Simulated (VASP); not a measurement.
# TiBMoC2 (P6mm) in VASP: notebook, part 2 of 2

VASP 6.6.1. The steps go on from the part before.

**3. Relaxation of cell and atoms, PBE**

This run uses another cell than the first one, of 10.52 Å³/atom.

INCAR reads:

```
PREC = Accurate ; ENCUT = 600
EDIFF = 1E-7 ; ISMEAR = 0
SIGMA = 0.1 ; LREAL = False
LASPH = True ; NELM = 60
ALGO = Normal ; ISIF = 3
LWAVE = False ; LCHARG = False
GGA = PE ; IBRION = 2
NSW = 100 ; EDIFFG = -0.01
```

KPOINTS reads:

```
Automatic mesh
0
Gamma
  12 12 6
```

POSCAR reads:

```
TiBMoC2
1.0
    2.8986570126      0.0000000000      0.0000000000
   -1.4493285063      2.5103106098      0.0000000000
    0.0000000000      0.0000000000      7.2269872129
Ti B Mo C
1 1 1 2
Direct
    0.0000000000      0.0000000000      0.1696924781
    0.0000000000      0.0000000000      0.8301585006
    0.0000000000      0.0000000000      0.5232312349
    0.3333333333      0.6666666667      0.9659156232
    0.6666666667      0.3333333333      0.9659156232
```

Potentials or basis: VASP PAW PBE potentials, release 64 (Ti_sv, B, Mo_sv, C).

Run with:

```
$ cat potpaw_PBE.64/Ti_sv/POTCAR potpaw_PBE.64/B/POTCAR potpaw_PBE.64/Mo_sv/POTCAR potpaw_PBE.64/C/POTCAR > POTCAR
$ mpirun -np 1 vasp_std > vasp.out
```

OUTCAR:

```text
PREC = Accurate
   ENCUT = 600
   EDIFF = 1E-7
   ISMEAR = 0
   LREAL = False
   LASPH = True
   NELM = 60
   ISIF = 3
   GGA = PE
   IBRION = 2
   NSW = 100
   EDIFFG = -0.01

 ion  position               nearest neighbor table
   1  0.000  0.000  0.170-   4 2.23   5 2.23   5 2.23   4 2.23   5 2.23   4 2.23   2 2.45   3 2.56

   2  0.000  0.000  0.830-   4 1.94   5 1.94   5 1.94   4 1.94   5 1.94   4 1.94   3 2.22   1 2.45

   3  0.000  0.000  0.523-   2 2.22   1 2.56
   4  0.333  0.667  0.966-   5 1.67   5 1.67   5 1.67   2 1.94   2 1.94   2 1.94   1 2.23   1 2.23
                             1 2.23
   5  0.667  0.333  0.966-   4 1.67   4 1.67   4 1.67   2 1.94   2 1.94   2 1.94   1 2.23   1 2.23
                             1 2.23

  LATTYP: Found a hexagonal cell.
 ALAT       =     2.8986570126
 C/A-ratio  =     2.4932191637

  Lattice vectors:

[... 315 lines left out ...]
      6     -23.5325      2.00000
[... 589 lines left out ...]
     21      11.4299      0.00000
     22      11.7382      0.00000

 [... further k-points ...]

[... ionic steps 4 to 42 ...]

--------------------------------------- Ionic step       43  -------------------------------------------

 number of electron      37.0000017 magnetization

------------------------ aborting loop because EDIFF is reached ----------------------------------------
[... 73 lines left out ...]
--------------------------------------- Ionic step       45  -------------------------------------------

 number of electron      37.0000017 magnetization

 Free energy of the ion-electron system (eV)
  ---------------------------------------------------
  ext. energy  EPLUGINS =         0.00000000
  ---------------------------------------------------
  free energy    TOTEN  =       -39.08382727 eV

  energy without entropy =      -39.06982341  energy(sigma->0) =      -39.07682534

 E-fermi :   8.4815     XC(G=0): -11.7734

 val. band max:        8.4647411165   @ k =   0.4167   0.0833   0.3333
 cond. band min:       8.4918775073   @ k =   0.1667  -0.0000   0.5000
 fundamental gap:      0.0271363908
 Fermi energy:         8.4814917587

 k-point     1 :       0.0000    0.0000    0.0000
  band No.  band energies     occupation
      1     -52.4775      2.00000
      2     -48.4853      2.00000
      3     -26.7169      2.00000
      4     -25.4556      2.00000
      5     -25.4556      2.00000
      6     -24.8806      2.00000
[... 623 lines left out ...]
  FREE ENERGIE OF THE ION-ELECTRON SYSTEM (eV)
  ---------------------------------------------------
  free  energy   TOTEN  =       -39.0838272669 eV

  energy  without entropy=      -39.0698234057  energy(sigma->0) =      -39.07682534

 reached required accuracy - stopping structural energy minimisation
```

OSZICAR:

```text
N       E                     dE             d eps       ncg     rms          rms(c)
DAV:   1     0.459940815173E+03    0.45994E+03   -0.21842E+04  3344   0.203E+03
DAV:   2     0.785271239477E+01   -0.45209E+03   -0.44604E+03  3464   0.574E+02
[... 546 lines left out ...]
DAV:   2    -0.390838327379E+02   -0.32769E-04   -0.51302E-04  3618   0.186E-01    0.218E-02
DAV:   3    -0.390838319404E+02    0.79744E-06   -0.11970E-04  4726   0.580E-02    0.165E-02
DAV:   4    -0.390838277139E+02    0.42265E-05   -0.59659E-05  4854   0.387E-02    0.953E-03
DAV:   5    -0.390838267199E+02    0.99400E-06   -0.91877E-06  5346   0.185E-02    0.374E-03
DAV:   6    -0.390838270076E+02   -0.28770E-06   -0.89321E-07  3982   0.520E-03    0.209E-03
DAV:   7    -0.390838272417E+02   -0.23411E-06   -0.12908E-07  2510   0.292E-03    0.619E-04
DAV:   8    -0.390838272669E+02   -0.25195E-07   -0.50152E-08  1804   0.188E-03
  45 F= -.39083827E+02 E0= -.39076825E+02  d E =-.403780E-04
```

CONTCAR:

```text
TiBMoC2
   1.00000000000000
     2.6124478115664855   -0.0000000000000000    0.0000000000000000
    -1.3062239057832428    2.2624461708988397    0.0000000000000000
     0.0000000000000001   -0.0000000000000001    9.7941072453209514
  Ti              B               Mo              C
     1     1     1     2
Direct
     0.0000000000000000    0.0000000000000000    0.2206182752706035
     0.0000000000000000    0.0000000000000000    0.7050530337007576
     0.0000000000000000    1.0000000000000000    0.4833494716669232
     0.3333333332999970    0.6666666667000030    0.0229463396808582
     0.6666666667000030    0.3333333332999970    0.0229463396808582

  0.00000000E+00  0.00000000E+00  0.00000000E+00
  0.00000000E+00  0.00000000E+00  0.00000000E+00
  0.00000000E+00  0.00000000E+00  0.00000000E+00
  0.00000000E+00  0.00000000E+00  0.00000000E+00
  0.00000000E+00  0.00000000E+00  0.00000000E+00
```

Run time: 87 min. Hardware: 1 thread of Intel Xeon 8259CL, shared host; peak memory 0.31 GiB.

What came out:

| Quantity | Value |
| --- | --- |
| Free energy | -39.0838 eV |
| Relaxed volume | 11.58 Å³/atom |
| Relaxed cell | a = 2.612 Å, b = 2.612 Å, c = 9.794 Å, α = 90.00°, β = 90.00°, γ = 120.00° |
| Space group after relaxing (to 0.1 Å) | P6mm (No. 183) |
| Energy gained by relaxing | 669.6 meV/atom |
| Ionic steps | 45 |
| Pressure after relaxing | -0.1 GPa |
| Largest force after relaxing | 0.009 eV/Å |
| Band gap on the k mesh | zero (an odd number of electrons rules out a gap without spin polarisation) |

Forces on the atoms (eV/Å):
```
Ti   0.000  0.000 -0.009
B    0.000  0.000 -0.002
Mo   0.000  0.000 -0.004
C    0.000  0.000  0.008
C    0.000  0.000  0.008
```

The path:
| step | energy change (eV) | largest force (eV/Å) | pressure (GPa) | volume (Å³) |
| --- | --- | --- | --- | --- |
| 1 | 0.0000 | 0.3201 | 0.73 | 52.59 |
| 3 | -0.0121 | 0.2280 | -1.57 | 53.07 |
| 5 | -0.0216 | 0.2646 | 0.76 | 52.38 |
| 7 | -0.0295 | 0.2496 | 0.23 | 52.62 |
| 9 | -0.0652 | 0.6290 | -1.71 | 53.39 |
| 11 | -1.3157 | 3.5645 | -7.23 | 56.25 |
| 13 | -2.5361 | 1.8910 | 0.23 | 58.44 |
| 15 | -2.6714 | 1.4873 | -2.49 | 58.79 |
| 17 | -2.9744 | 1.1275 | -8.27 | 58.73 |
| 19 | -3.1513 | 0.9520 | 2.34 | 54.96 |
| 21 | -3.1761 | 0.7244 | 1.02 | 55.30 |
| 23 | -3.2115 | 0.6454 | 1.12 | 55.29 |
| 25 | -3.2988 | 0.4419 | -1.73 | 56.48 |
| 27 | -3.3185 | 0.4309 | 2.72 | 56.00 |
| 29 | -3.3326 | 0.2252 | 0.80 | 56.61 |
| 31 | -3.3438 | 0.1236 | -0.73 | 57.64 |
| 33 | -3.3454 | 0.1068 | 0.58 | 57.32 |
| 35 | -3.3467 | 0.0539 | 0.22 | 57.47 |
| 37 | -3.3475 | 0.0520 | -0.13 | 57.68 |
| 39 | -3.3476 | 0.0688 | 0.36 | 57.66 |
| 41 | -3.3480 | 0.0225 | 0.09 | 57.75 |
| 43 | -3.3481 | 0.0161 | -0.13 | 57.89 |
| 45 | -3.3482 | 0.0095 | -0.08 | 57.89 |

Final structure:
```cif
data_structure
_symmetry_space_group_name_H-M 'P 1'
_symmetry_Int_Tables_number 1
_cell_length_a 2.6124
_cell_length_b 2.6124
_cell_length_c 9.7941
_cell_angle_alpha 90.000
_cell_angle_beta 90.000
_cell_angle_gamma 120.000
_cell_volume 57.89
loop_
_atom_site_label
_atom_site_type_symbol
_atom_site_fract_x
_atom_site_fract_y
_atom_site_fract_z
_atom_site_occupancy
Ti1 Ti 0.00000 0.00000 0.22062 1
B1 B 0.00000 0.00000 0.70505 1
Mo1 Mo 0.00000 0.00000 0.48335 1
C1 C 0.33333 0.66667 0.02295 1
C2 C 0.66667 0.33333 0.02295 1
```

Caveat: a cell axis changed by over 15 % at a fixed basis, so the end point is rough; this functional lacks dispersion, which binds layers or chains, so the pressure and a relaxed spacing across them are unreliable; an odd number of electrons without spin polarisation forces a metal; a magnetic or distorted state may lie lower.

**4. Relaxation of cell and atoms, PBE**

This run uses another cell than the first one, of 11.91 Å³/atom.

INCAR reads:

```
SYSTEM = TiBMoC2
PREC = Accurate
ENCUT = 600
EDIFF = 1E-7
ISMEAR = 0
SIGMA = 0.1
LREAL = .False.
LASPH = .True.
NELM = 60
ALGO = Normal
ISIF = 3
LWAVE = .False.
LCHARG = .False.
GGA = PE
IBRION = 2
NSW = 100
EDIFFG = -0.01
```

KPOINTS reads:

```
Automatic mesh
0
Gamma
  18 18 4
  0 0 0
```

POSCAR reads:

```
TiBMoC2
1.0
    2.6102592672      0.0000000000      0.0000000000
   -1.3051296336      2.2605508359      0.0000000000
    0.0000000000      0.0000000000     10.0905021400
Ti B Mo C
1 1 1 2
Direct
    0.0000000000      0.0000000000      0.2221284211
    0.0000000000      0.0000000000      0.6947198299
    0.0000000000      0.0000000000      0.4786177678
    0.3333333333      0.6666666667      1.0297237206
    0.6666666667      0.3333333333      1.0297237206
```

Run with:

```
$ cat potpaw_PBE.64/Ti_sv/POTCAR potpaw_PBE.64/B/POTCAR potpaw_PBE.64/Mo_sv/POTCAR potpaw_PBE.64/C/POTCAR > POTCAR
$ mpirun -np 1 vasp_std > vasp.out
```

It took 20 min on 1 thread of Intel Xeon 8259CL, shared host; peak memory 0.39 GiB.

The run converged. Its results:

* Free energy: -39.1381 eV
* Relaxed volume: 11.93 Å³/atom
* Relaxed cell: a = 2.611 Å, b = 2.611 Å, c = 10.097 Å, α = 90.00°, β = 90.00°, γ = 120.00°
* Space group after relaxing (to 0.1 Å): P6mm (No. 183)
* Energy gained by relaxing: 0.0 meV/atom
* Ionic steps: 5
* Pressure after relaxing: 0.0 GPa
* Largest force after relaxing: 0.006 eV/Å
* Band gap on the k mesh: zero (an odd number of electrons rules out a gap without spin polarisation)

Forces in eV/Å, atoms in the order of the input:
```
Ti   0.000  0.000 -0.002
B    0.000  0.000  0.002
Mo   0.000  0.000 -0.006
C    0.000  0.000  0.003
C    0.000  0.000  0.003
```

The path:
```csv
step,energy change (eV),largest force (eV/Å),pressure (GPa),volume (Å³)
1,0.0000,0.0556,0.25,59.54
2,-0.0002,0.0148,-0.22,59.70
3,-0.0002,0.0254,-0.10,59.66
4,-0.0002,0.0127,0.05,59.63
5,-0.0002,0.0064,0.02,59.63
```

Final structure:
```
CELL_PARAMETERS angstrom
2.61147 0.00000 0.00000
-1.30573 2.26160 0.00000
0.00000 0.00000 10.09704
ATOMIC_POSITIONS crystal
Ti 0.00000 0.00000 0.22181
B 0.00000 0.00000 0.69465
Mo 0.00000 0.00000 0.47887
C 0.33333 0.66667 0.02979
C 0.66667 0.33333 0.02979
```

Levels at points of the mesh, in eV from the Fermi level:
```
           k point  band 16  band 17  band 18  band 19  band 20  band 21  band 22
(0.00, 0.00, 0.00)    -3.00    -1.13    -0.57    -0.57     0.84     0.84     2.17
(0.50, 0.00, 0.00)    -3.51    -1.80    -0.64     0.66     1.02     1.14     2.00
(0.00, 0.00, 0.50)    -2.62    -1.19    -0.57    -0.57     0.84     0.84     2.17
(0.50, 0.00, 0.50)    -3.47    -1.95    -0.27     0.01     1.13     1.23     2.36
```

Caveat: this functional lacks dispersion, which binds layers or chains, so the pressure and a relaxed spacing across them are unreliable; an odd number of electrons without spin polarisation forces a metal; a magnetic or distorted state may lie lower.

**5. The runs side by side**

| task | cell | k mesh | cutoff (eV) | gap on the mesh (eV) | pressure (GPa) | relaxed volume (Å³/atom) | largest force (eV/Å) |
| --- | --- | --- | --- | --- | --- | --- | --- |
| single point | a = 2.611, b = 2.611, c = 10.139 Å, angles 90.0, 90.0, 120.0°, 5 atoms, atomic positions A | 18 × 18 × 4 | 520 | none | 0.3 | - | 0.01 |
| relaxation of cell and atoms | relaxed from a = 2.899, b = 2.899, c = 7.227 Å, angles 90.0, 90.0, 120.0°, 5 atoms, atomic positions B | 12 × 12 × 6 | 600 | none | -0.1 | 11.58 | 0.01 |
| relaxation of cell and atoms | relaxed from a = 2.610, b = 2.610, c = 10.091 Å, angles 90.0, 90.0, 120.0°, 5 atoms, atomic positions C | 18 × 18 × 4 | 600 | none | 0.0 | 11.93 | 0.01 |

Alike in all rows: level PBE; potentials or basis VASP PAW PBE potentials, release 64 (Ti_sv, B, Mo_sv, C); no spin polarisation; smearing gaussian 0.1 eV.

Caveats: this functional lacks dispersion, which binds layers or chains, so the pressure and a relaxed spacing across them are unreliable; an odd number of electrons without spin polarisation forces a metal; a magnetic or distorted state may lie lower; a cell axis changed by over 15 % at a fixed basis, so the end point is rough (at least some runs).

Total energies depend on the potentials used, so only differences within one code and one set of settings carry meaning.

The gap in the log of VASP goes by the Fermi energy; the results here count the filled bands.